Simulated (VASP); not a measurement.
# SrO in VASP: relaxation of the atoms with PBEsol

Aim: the relaxation of the atoms of SrO with PBEsol.

Program: VASP 6.6.1. These are calculated values, not measurements. Logs are shortened: lines on timing, memory, paths and dates and some standing lists are left out, and cuts for length are marked.

### Step 1. The cell of the first run

The cell holds a slab with vacuum, 10 atoms: a = 3.622 Å, b = 3.622 Å, c = 25.245 Å, α = 90.00°, β = 90.00°, γ = 90.00°.

### Step 2. Relaxation of the atoms, PBEsol

The input, INCAR:

```
PREC     = Accurate       # precision mode
ENCUT    = 520            # plane-wave cutoff, eV
EDIFF    = 1E-7           # SCF threshold, eV
ISMEAR   = 0              # smearing method
SIGMA    = 0.05           # smearing width, eV
LREAL    = False          # projectors in reciprocal space
LASPH    = True           # aspherical terms in the spheres
NELM     = 100            # most SCF steps
ALGO     = Normal         # electronic algorithm
ISIF     = 2              # what is computed and relaxed
LWAVE    = False          # write WAVECAR
LCHARG   = False          # write CHGCAR
LDIPOL   = True         
IDIPOL   = 3            
DIPOL    = 0.5 0.5 0.500
GGA      = PS             # functional
IBRION   = 2              # ionic algorithm
NSW      = 80             # ionic steps
EDIFFG   = -0.02          # ionic threshold
KPAR     = 2
```

The input, KPOINTS:

```
Automatic mesh
0
Gamma
  7 7 1
```

The input, POSCAR:

```
SrO
1.0
    3.6220724544      0.0000000000      0.0000000000
    0.0000000000      3.6220724544      0.0000000000
    0.0000000000      0.0000000000     25.2447679779
Sr O
5 5
Direct
    0.5000000000      0.5000000000      0.2970912629
    0.0000000000      0.0000000000      0.3985456314
    0.5000000000      0.5000000000      0.5000000000
    0.0000000000      0.0000000000      0.6014543686
    0.5000000000      0.5000000000      0.7029087371
    0.0000000000      0.0000000000      0.2970912629
    0.5000000000      0.5000000000      0.3985456314
    0.0000000000      0.0000000000      0.5000000000
    0.5000000000      0.5000000000      0.6014543686
    0.0000000000      0.0000000000      0.7029087371
```

Potentials or basis: VASP PAW PBE potentials, release 64 (Sr_sv, O).

Run with:

```bash
$ cat potpaw_PBE.64/Sr_sv/POTCAR potpaw_PBE.64/O/POTCAR > POTCAR
$ mpirun -np 2 vasp_std > vasp.out
```

OUTCAR:

```text
PREC = Accurate
   ENCUT = 520
   EDIFF = 1E-7
   ISMEAR = 0
   LREAL = False
   LASPH = True
   NELM = 100
   ISIF = 2
   GGA = PS
   IBRION = 2
   NSW = 80
   EDIFFG = -0.02

 ion  position               nearest neighbor table
   1  0.500  0.500  0.297-   7 2.56   6 2.56   6 2.56   6 2.56   6 2.56   2 3.62   2 3.62   2 3.62
                             2 3.62   3 5.12
   2  0.000  0.000  0.399-   6 2.56   7 2.56   7 2.56   7 2.56   7 2.56   8 2.56   1 3.62   1 3.62
                             1 3.62   1 3.62   3 3.62   3 3.62   3 3.62   3 3.62   4 5.12
   3  0.500  0.500  0.500-   8 2.56   8 2.56   8 2.56   8 2.56   9 2.56   7 2.56   4 3.62   4 3.62
                             2 3.62   4 3.62   2 3.62   2 3.62   4 3.62   2 3.62   1 5.12   5 5.12
   4  0.000  0.000  0.601-  10 2.56   9 2.56   9 2.56   9 2.56   9 2.56   8 2.56   5 3.62   5 3.62
                             5 3.62   5 3.62   3 3.62   3 3.62   3 3.62   3 3.62   2 5.12
   5  0.500  0.500  0.703-   9 2.56  10 2.56  10 2.56  10 2.56  10 2.56   4 3.62   4 3.62   4 3.62
                             4 3.62   3 5.12
   6  0.000  0.000  0.297-   2 2.56   1 2.56   1 2.56   1 2.56   1 2.56
   7  0.500  0.500  0.399-   1 2.56   2 2.56   2 2.56   2 2.56   2 2.56   3 2.56
   8  0.000  0.000  0.500-   3 2.56   3 2.56   3 2.56   3 2.56   4 2.56   2 2.56
   9  0.500  0.500  0.601-   5 2.56   4 2.56   4 2.56   4 2.56   4 2.56   3 2.56
  10  0.000  0.000  0.703-   4 2.56   5 2.56   5 2.56   5 2.56   5 2.56

  LATTYP: Found a simple tetragonal cell.
 ALAT       =     3.6220724544
 C/A-ratio  =     6.9697026483

  Lattice vectors:

 A1 = (   3.6220724544,   0.0000000000,   0.0000000000)
 A2 = (   0.0000000000,   3.6220724544,   0.0000000000)
 A3 = (   0.0000000000,   0.0000000000,  25.2447679779)

Analysis of symmetry for initial positions (statically):
=====================================================================
 Subroutine PRICEL returns:
 Original cell was already a primitive cell.

 Routine SETGRP: Setting up the symmetry group for a
 simple tetragonal supercell.

 Subroutine GETGRP returns: Found 16 space group operations
 (whereof 16 operations were pure point group operations)
 out of a pool of 16 trial point group operations.

The static configuration has the point symmetry D_4h.

Analysis of symmetry for dynamics (positions and initial velocities):
=====================================================================
 Subroutine PRICEL returns:
 Original cell was already a primitive cell.

 Routine SETGRP: Setting up the symmetry group for a
 simple tetragonal supercell.

 Subroutine GETGRP returns: Found 16 space group operations
 (whereof 16 operations were pure point group operations)
 out of a pool of 16 trial point group operations.
[... 127 lines left out ...]
   GGA     = PS    functional components
   LHFCALC =     F    Hartree Fock is set to
   AEXX    =    0.0000 exact exchange contribution
   IVDW    =     0    specifies the selected vdW correction
   LEPSILON=     F    determine dielectric tensor
   LRPA    =     F    only Hartree local field effects (RPA)
 conjugate gradient relaxation of ions
 non-spin polarized calculation
 Gauss-broadening in eV      SIGMA  =   0.05
  energy-cutoff  :      520.00
  volume of cell :      331.20
 maximum number of plane-waves:      8981
 NGX is ok and might be reduce to    28
   NGX = 13   NGY = 13   NGZ = 93

--------------------------------------- Ionic step        1  -------------------------------------------

 number of electron      80.0000015 magnetization

 Free energy of the ion-electron system (eV)
  ---------------------------------------------------
  ext. energy  EPLUGINS =         0.00000000
  ---------------------------------------------------
  free energy    TOTEN  =       -62.22792848 eV

  energy without entropy =      -62.22792848  energy(sigma->0) =      -62.22792848

------------------------ aborting loop because EDIFF is reached ----------------------------------------

  FORCE on cell =-STRESS in cart. coord.  units (eV):
  Direction    XX          YY          ZZ          XY          YZ          ZX
  --------------------------------------------------------------------------------------
  -------------------------------------------------------------------------------------
  Total       -2.4065575     -2.4065575     -1.0724206      0.0000000     -0.0000000     -0.0000000
  in kB      -11.6418278    -11.6418278     -5.1878819      0.0000000     -0.0000000     -0.0000000
  external PRESSURE =      -9.4905125 kB  Pullay stress =       0.0000000 kB
[... 245 lines left out ...]
  FREE ENERGIE OF THE ION-ELECTRON SYSTEM (eV)
  ---------------------------------------------------
  free  energy   TOTEN  =       -62.2637646873 eV

  energy  without entropy=      -62.2637646873  energy(sigma->0) =      -62.26376469

 dipolmoment           0.000000      0.000000      0.000000 electrons x Angstroem

--------------------------------------- Ionic step        7  -------------------------------------------

 number of electron      80.0000018 magnetization

 dipolmoment           0.000000      0.000000     -0.000000 electrons x Angstroem

 Free energy of the ion-electron system (eV)
  ---------------------------------------------------
  ext. energy  EPLUGINS =         0.00000000
  ---------------------------------------------------
  free energy    TOTEN  =       -62.26380395 eV

  energy without entropy =      -62.26380395  energy(sigma->0) =      -62.26380395

 E-fermi :  -0.6447     XC(G=0):  -5.7477

 val. band max:       -0.9093210321   @ k =   0.0000   0.0000   0.0000
 cond. band min:       1.6752857848   @ k =   0.0000   0.0000   0.0000
 fundamental gap:      2.5846068170
 Fermi energy:        -0.6447399556

 k-point     1 :       0.0000    0.0000    0.0000
  band No.  band energies     occupation
      1     -33.6060      2.00000
      2     -33.6059      2.00000
      3     -33.3533      2.00000
      4     -33.0689      2.00000
      5     -33.0545      2.00000
      6     -16.8328      2.00000
[... 499 lines left out ...]
     47       5.3598      0.00000
     48       5.7370      0.00000

------------------------ aborting loop because EDIFF is reached ----------------------------------------

 vacuum level on the upper side and lower side of the slab       (xc-potential included)        -0.007        -0.007

  FORCE on cell =-STRESS in cart. coord.  units (eV):
  Direction    XX          YY          ZZ          XY          YZ          ZX
  --------------------------------------------------------------------------------------
  -------------------------------------------------------------------------------------
  Total       -2.2618499     -2.2618499     -0.4606640      0.0000000      0.0000000      0.0000000
  in kB      -10.9417987    -10.9417987     -2.2284822      0.0000000      0.0000000      0.0000000
  external PRESSURE =      -8.0373599 kB  Pullay stress =       0.0000000 kB
[... 25 lines left out ...]
  FREE ENERGIE OF THE ION-ELECTRON SYSTEM (eV)
  ---------------------------------------------------
  free  energy   TOTEN  =       -62.2638039465 eV

  energy  without entropy=      -62.2638039465  energy(sigma->0) =      -62.26380395

 reached required accuracy - stopping structural energy minimisation

 vacuum level on the upper side and lower side of the slab         2.708         2.708
```

OSZICAR:

```text
N       E                     dE             d eps       ncg     rms          rms(c)
DAV:   1     0.701559795781E+03    0.70156E+03   -0.39714E+04  1024   0.147E+03
DAV:   2     0.873008917836E+01   -0.69283E+03   -0.66874E+03  1224   0.372E+02
DAV:   3    -0.696809633581E+02   -0.78411E+02   -0.77750E+02  1296   0.112E+02
[... 133 lines left out ...]
DAV:   3    -0.622638043215E+02   -0.10493E-05   -0.39988E-05  1448   0.213E-02    0.216E-02
DAV:   4    -0.622638042737E+02    0.47794E-07   -0.35112E-06  1144   0.101E-02    0.510E-03
DAV:   5    -0.622638041172E+02    0.15651E-06   -0.69656E-07  1144   0.391E-03    0.205E-03
DAV:   6    -0.622638039837E+02    0.13345E-06   -0.18117E-07   784   0.182E-03    0.970E-04
DAV:   7    -0.622638039465E+02    0.37200E-07   -0.38582E-08   688   0.107E-03
   7 F= -.62263804E+02 E0= -.62263804E+02  d E =-.830402E-03
```

Run time: 12 min. Hardware: 2 MPI ranks of Intel Xeon Platinum 8488C (Sapphire Rapids), shared host; peak memory 0.47 GiB.

What came out:

```
Free energy                  : -62.2638 eV
Energy gained by relaxing    : 3.6 meV/atom
Ionic steps                  : 7
Largest force after relaxing : 0.016 eV/Å
Band gap on the k mesh       : 2.58 eV
```

Forces on the atoms (eV/Å):
```
Sr   0.000  0.000  0.010
Sr   0.000  0.000  0.016
Sr   0.000  0.000  0.000
Sr   0.000  0.000 -0.016
Sr   0.000  0.000 -0.010
O    0.000  0.000  0.009
O    0.000  0.000  0.012
O    0.000  0.000  0.000
O    0.000  0.000 -0.012
O    0.000  0.000 -0.009
```

The path:
| step | energy change (eV) | largest force (eV/Å) | pressure (GPa) |
| --- | --- | --- | --- |
| 1 | 0.0000 | 0.4012 | -0.95 |
| 2 | -0.0183 | 0.2422 | -0.95 |
| 3 | -0.0287 | 0.1880 | -0.94 |
| 4 | -0.0343 | 0.1075 | -0.88 |
| 5 | -0.0350 | 0.0718 | -0.85 |
| 6 | -0.0358 | 0.0235 | -0.81 |
| 7 | -0.0359 | 0.0162 | -0.80 |

Final structure:
```yaml
crystal:
  lattice:
    - [3.62207, 0.00000, 0.00000]
    - [0.00000, 3.62207, 0.00000]
    - [0.00000, 0.00000, 25.24477]
  atoms:
    - { symbol: Sr, position: [0.50000, 0.50000, 0.29711] }
    - { symbol: Sr, position: [0.00000, 0.00000, 0.39773] }
    - { symbol: Sr, position: [0.50000, 0.50000, 0.50000] }
    - { symbol: Sr, position: [0.00000, 0.00000, 0.60227] }
    - { symbol: Sr, position: [0.50000, 0.50000, 0.70289] }
    - { symbol: O, position: [0.00000, 0.00000, 0.29947] }
    - { symbol: O, position: [0.50000, 0.50000, 0.39673] }
    - { symbol: O, position: [0.00000, 0.00000, 0.50000] }
    - { symbol: O, position: [0.50000, 0.50000, 0.60327] }
    - { symbol: O, position: [0.00000, 0.00000, 0.70053] }
```

Caveat: the PAW data sets were made with another functional, which shifts forces and pressure a little.
